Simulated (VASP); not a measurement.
# CaO (Fm-3m) in VASP: single point with PBEsol

Aim: the single point of CaO with PBEsol.

Everything below comes from runs of VASP 6.6.1. Logs are shortened: lines on timing, memory, paths and dates and some standing lists are left out, and cuts for length are marked.

**1. The cell of the first run**

It takes space group Fm-3m (No. 225, cubic). The conventional cell has a = 5.028 Å, b = 5.028 Å, c = 5.028 Å, α = 90.00°, β = 90.00°, γ = 90.00°. Within 3.3 Å of Ca (site symmetry m-3m) lie 6 O at 2.51 Å. O (site symmetry m-3m) has 6 Ca at 2.51 Å within 3.3 Å.

**2. Single point, PBEsol**

File INCAR:

```
SYSTEM = CaO
PREC = Accurate ; ENCUT = 520
EDIFF = 1E-6 ; ISMEAR = -1
SIGMA = 0.0625 ; LREAL = .FALSE.
LASPH = .TRUE. ; NELM = 60
ALGO = Normal ; ISIF = 2
LWAVE = .FALSE. ; LCHARG = .FALSE.
GGA = PS ; NBANDS = 15
```

File KPOINTS:

```
Automatic mesh
0
G
  9 9 9
  0 0 0
```

File POSCAR:

```
CaO
1.0
    0.0000000000      2.5138252900      2.5138252900
    2.5138252900      0.0000000000      2.5138252900
    2.5138252900      2.5138252900      0.0000000000
Ca O
1 1
Direct
    0.0000000000      0.0000000000      0.0000000000
    0.5000000000      0.5000000000      0.5000000000
```

Potentials or basis: VASP PAW PBE potentials, release 64 (Ca_sv, O).

Run with:

```bash
$ cat potpaw_PBE.64/Ca_sv/POTCAR potpaw_PBE.64/O/POTCAR > POTCAR
$ mpirun -np 1 vasp_std > vasp.out
```

OUTCAR:

```text
SYSTEM = CaO
   PREC = Accurate
   ENCUT = 520
   EDIFF = 1E-6
   ISMEAR = -1
   LREAL = .FALSE.
   LASPH = .TRUE.
   NELM = 60
   ISIF = 2
   GGA = PS

 ion  position               nearest neighbor table
   1  0.000  0.000  0.000-   2 2.51   2 2.51   2 2.51   2 2.51   2 2.51   2 2.51
   2  0.500  0.500  0.500-   1 2.51   1 2.51   1 2.51   1 2.51   1 2.51   1 2.51

  LATTYP: Found a face centered cubic cell.
 ALAT       =     5.0276505800

  Lattice vectors:

 A1 = (   0.0000000000,   2.5138252900,   2.5138252900)
 A2 = (   2.5138252900,   0.0000000000,   2.5138252900)
 A3 = (   2.5138252900,   2.5138252900,   0.0000000000)

Analysis of symmetry for initial positions (statically):
=====================================================================
 Subroutine PRICEL returns:
 Original cell was already a primitive cell.

 Routine SETGRP: Setting up the symmetry group for a
 face centered cubic supercell.

 Subroutine GETGRP returns: Found 48 space group operations
 (whereof 48 operations were pure point group operations)
 out of a pool of 48 trial point group operations.

The static configuration has the point symmetry O_h .

Analysis of symmetry for dynamics (positions and initial velocities):
=====================================================================
 Subroutine PRICEL returns:
 Original cell was already a primitive cell.

 Routine SETGRP: Setting up the symmetry group for a
 face centered cubic supercell.

 Subroutine GETGRP returns: Found 48 space group operations
 (whereof 48 operations were pure point group operations)
 out of a pool of 48 trial point group operations.

The dynamic configuration has the point symmetry O_h .

 Subroutine INISYM returns: Found 48 space group operations
 (whereof 48 operations are pure point group operations),
 and found     1 'primitive' translations

----------------------------------------------------------------------------------------

                                     Primitive cell

  volume of cell :      31.7713

  direct lattice vectors                    reciprocal lattice vectors
     0.000000000  2.513825290  2.513825290    -0.198900060  0.198900060  0.198900060
     2.513825290  0.000000000  2.513825290     0.198900060 -0.198900060  0.198900060
     2.513825290  2.513825290  0.000000000     0.198900060  0.198900060 -0.198900060

  length of vectors
     3.555085819  3.555085819  3.555085819     0.344505009  0.344505009  0.344505009

  position of ions in fractional coordinates (direct lattice)
     0.000000000  0.000000000  0.000000000
     0.500000000  0.500000000  0.500000000

  ion indices of the primitive-cell ions
   primitive index   ion index
                 1           1
                 2           2

----------------------------------------------------------------------------------------

 KPOINTS: Automatic mesh

Automatic generation of k-mesh.
 Grid dimensions read from file:
 generate k-points for:    9    9    9

 Generating k-lattice:

  Cartesian coordinates                     Fractional coordinates (reciprocal lattice)
    -0.022100007  0.022100007  0.022100007     0.111111111  0.000000000  0.000000000
     0.022100007 -0.022100007  0.022100007     0.000000000  0.111111111  0.000000000
     0.022100007  0.022100007 -0.022100007     0.000000000  0.000000000  0.111111111

  Length of vectors
     0.038278334  0.038278334  0.038278334

  Shift w.r.t. Gamma in fractional coordinates (k-lattice)
     0.000000000  0.000000000  0.000000000

 Subroutine IBZKPT returns following result:
 ===========================================

 Found     35 irreducible k-points:

 Following reciprocal coordinates:
            Coordinates               Weight
  0.000000  0.000000  0.000000      1.000000
  0.111111  0.000000  0.000000      8.000000
  0.222222  0.000000  0.000000      8.000000
  0.333333  0.000000  0.000000      8.000000
  0.444444  0.000000  0.000000      8.000000
  0.111111  0.111111  0.000000      6.000000
[... 16 lines left out ...]
 -0.333333  0.333333  0.000000     12.000000
  0.444444  0.444444  0.000000      6.000000
 [... further k-points ...]
   k-points           NKPTS =     35   k-points in BZ     NKDIM =     35   number of bands    NBANDS=     15
   number of dos      NEDOS =    301   number of ions     NIONS =      2
   total plane-waves  NPLWV =  21952
   dimension x,y,z NGX =    28 NGY =   28 NGZ =   28
   dimension x,y,z NGXF=    56 NGYF=   56 NGZF=   56
   ions per type =               1   1
   NGX,Y,Z   is equivalent  to a cutoff of  13.09, 13.09, 13.09 a.u.
   NGXF,Y,Z  is equivalent  to a cutoff of  26.19, 26.19, 26.19 a.u.
 SYSTEM =  CaO
   PREC   = accura    normal or accurate (medium, high low for compatibility)
   ISTART =      0    job   : 0-new  1-cont  2-samecut
   ICHARG =      2    charge: 1-file 2-atom 10-const
   ISPIN  =      1    spin polarized calculation?
   LNONCOLLINEAR =      F non collinear calculations
   LSORBIT =      F    spin-orbit coupling
   LASPH  =      T    aspherical Exc in radial PAW
   ENCUT  =  520.0 eV  38.22 Ry    6.18 a.u.   6.61  6.61  6.61*2*pi/ulx,y,z
   NELM   =     60;   NELMIN=  2; NELMDL= -5     # of ELM steps
   EDIFF  = 0.1E-05   stopping-criterion for ELM
   LREAL  =      F    real-space projection
   EDIFFG = 0.1E-04   stopping-criterion for IOM
   NSW    =      0    number of steps for IOM
   IBRION =     -1    ionic relax: 0-MD 1-quasi-New 2-CG
   NFREE  =      0    steps in history (QN), initial steepest desc. (CG)
   ISIF   =      2    stress and relaxation
   ISYM   =      2    0-nonsym 1-usesym 2-fastsym
   POTIM  = 0.5000    time-step for ionic-motion
   TEBEG  =    0.0;   TEEND  =   0.0 temperature during run
   PSTRESS=    0.0 pullay stress
   NELECT =      16.0000    total number of electrons
   NUPDOWN=      -1.0000    fix difference up-down
   EMIN   =  10.00;   EMAX   =-10.00  energy-range for DOS
   EFERMI =   0.00;   METHOD = LEGACY
   ISMEAR =    -1;   SIGMA  =   0.06  broadening in eV -4-tet -1-fermi 0-gaus
   EFERMI_NEDOS =   21; number of points for ismear=-14 and -15
   IALGO  =     38    algorithm
   IMIX   =      4    mixing-type and parameters
     AMIX     =   0.40;   BMIX     =  1.00
     AMIX_MAG =   1.60;   BMIX_MAG =  1.00
  volume/ion in A,a.u.               =      15.89       107.20
  Fermi-wavevector in a.u.,A,eV,Ry     =   1.302476  2.461323 23.081519  1.696444
  Thomas-Fermi vector in A             =   2.433542
   LORBIT       =      0    0 simple, 1 ext, 2 COOP (PROOUT), +10 PAW based schemes
   GGA     = PS    functional components
   LHFCALC =     F    Hartree Fock is set to
   AEXX    =    0.0000 exact exchange contribution
   IVDW    =     0    specifies the selected vdW correction
   LEPSILON=     F    determine dielectric tensor
   LRPA    =     F    only Hartree local field effects (RPA)
 non-spin polarized calculation
  energy-cutoff  :      520.00
  volume of cell :       31.77
 maximum number of plane-waves:       881
   NGX = 13   NGY = 13   NGZ = 13

 number of electron      15.9999998 magnetization

 Free energy of the ion-electron system (eV)
  ---------------------------------------------------
  ext. energy  EPLUGINS =         0.00000000
  ---------------------------------------------------
  free energy    TOTEN  =       -13.20986809 eV

  energy without entropy =      -13.20986809  energy(sigma->0) =      -13.20986809

 E-fermi :   2.7013     XC(G=0): -10.0826

 val. band max:        1.4878073495   @ k =   0.0000   0.0000   0.0000
 cond. band min:       5.0577136838   @ k =   0.0000   0.0000   0.0000
 fundamental gap:      3.5699063343
 Fermi energy:         2.7013001068

 k-point     1 :       0.0000    0.0000    0.0000
  band No.  band energies     occupation
      1     -36.4761      2.00000
      2     -17.3917      2.00000
      3     -17.3917      2.00000
      4     -17.3917      2.00000
      5     -13.7045      2.00000
      6       1.4878      2.00000
      7       1.4878      2.00000
      8       1.4878      2.00000
      9       5.0577      0.00000
     10       7.3412      0.00000
     11       7.3412      0.00000
     12       7.3412      0.00000
     13       8.6507      0.00000
     14       8.6507      0.00000
     15      15.4945      0.00000

 k-point     2 :       0.1111    0.0000    0.0000
  band No.  band energies     occupation
      1     -36.4694      2.00000
      2     -17.4816      2.00000
      3     -17.3963      2.00000
      4     -17.3963      2.00000
      5     -13.6033      2.00000
      6       1.0683      2.00000
      7       1.3528      2.00000
      8       1.3528      2.00000
      9       5.6019      0.00000
     10       7.2933      0.00000
     11       7.5217      0.00000
     12       7.5217      0.00000
     13       8.8877      0.00000
     14       8.8877      0.00000
     15      15.8792      0.00000

 k-point     3 :       0.2222    0.0000    0.0000
  band No.  band energies     occupation
      1     -36.4524      2.00000
      2     -17.6915      2.00000
      3     -17.4079      2.00000
      4     -17.4079      2.00000
      5     -13.3636      2.00000
      6       0.2661      2.00000
      7       1.0403      2.00000
      8       1.0403      2.00000
      9       6.7460      0.00000
     10       7.3149      0.00000
     11       8.0084      0.00000
     12       8.0084      0.00000
     13       9.4892      0.00000
     14       9.4892      0.00000
     15      16.1131      0.00000
[... 343 lines left out ...]
 k-point    23 :      -0.3333    0.3333    0.0000
  band No.  band energies     occupation
      1     -36.4051      2.00000
      2     -17.8023      2.00000
      3     -17.6667      2.00000
      4     -17.4773      2.00000
      5     -13.1810      2.00000
      6      -0.0832      2.00000
      7       0.3760      2.00000
      8       0.6680      2.00000
      9       7.0206      0.00000
     10       8.2528      0.00000
     11       9.2122      0.00000
     12       9.4806      0.00000
     13      10.6216      0.00000
     14      13.2643      0.00000
     15      13.7958      0.00000

 k-point    24 :       0.4444    0.4444    0.0000
  band No.  band energies     occupation
      1     -36.4033      2.00000
      2     -17.7796      2.00000
      3     -17.5355      2.00000
      4     -17.5355      2.00000
      5     -13.4545      2.00000
      6       0.0983      2.00000
      7       1.0978      2.00000
      8       1.0978      2.00000
      9       5.0908      0.00000
     10       8.4908      0.00000
     11       9.6193      0.00000
     12      10.1257      0.00000
     13      10.1257      0.00000
     14      11.2372      0.00000
     15      13.5483      0.00000

 [... further k-points ...]
[... 5 lines left out ...]
  --------------------------------------------------------------------------------------
  -------------------------------------------------------------------------------------
  Total       -2.5170354     -2.5170354     -2.5170354     -0.0000000     -0.0000000     -0.0000000
  in kB     -126.9301023   -126.9301023   -126.9301023     -0.0000000     -0.0000000     -0.0000000
  external PRESSURE =    -126.9301023 kB  Pullay stress =       0.0000000 kB

 VOLUME and BASIS-vectors are now :
 -----------------------------------------------------------------------------
  energy-cutoff  :      520.00
  volume of cell :       31.77
      direct lattice vectors                 reciprocal lattice vectors
     0.000000000  2.513825290  2.513825290    -0.198900060  0.198900060  0.198900060
     2.513825290  0.000000000  2.513825290     0.198900060 -0.198900060  0.198900060
     2.513825290  2.513825290  0.000000000     0.198900060  0.198900060 -0.198900060

 POSITION                                       TOTAL-FORCE (eV/Angst)
 -----------------------------------------------------------------------------------
      0.00000      0.00000      0.00000        -0.000000      0.000000      0.000000
      2.51383      2.51383      2.51383         0.000000     -0.000000     -0.000000
 -----------------------------------------------------------------------------------
    total drift:                                0.000000      0.000000      0.000000

  FREE ENERGIE OF THE ION-ELECTRON SYSTEM (eV)
  ---------------------------------------------------
  free  energy   TOTEN  =       -13.2098680884 eV

  energy  without entropy=      -13.2098680882  energy(sigma->0) =      -13.20986809
```

It took 16 s on 1 thread of Intel Xeon 6975P-C, shared host; peak memory 0.16 GiB.

Results:

* Free energy: -13.2099 eV
* Pressure: -12.7 GPa
* Band gap on the k mesh: 3.57 eV, direct

Caveat: the PAW data sets were made with another functional, which shifts forces and pressure a little. A k mesh can miss the band edges.
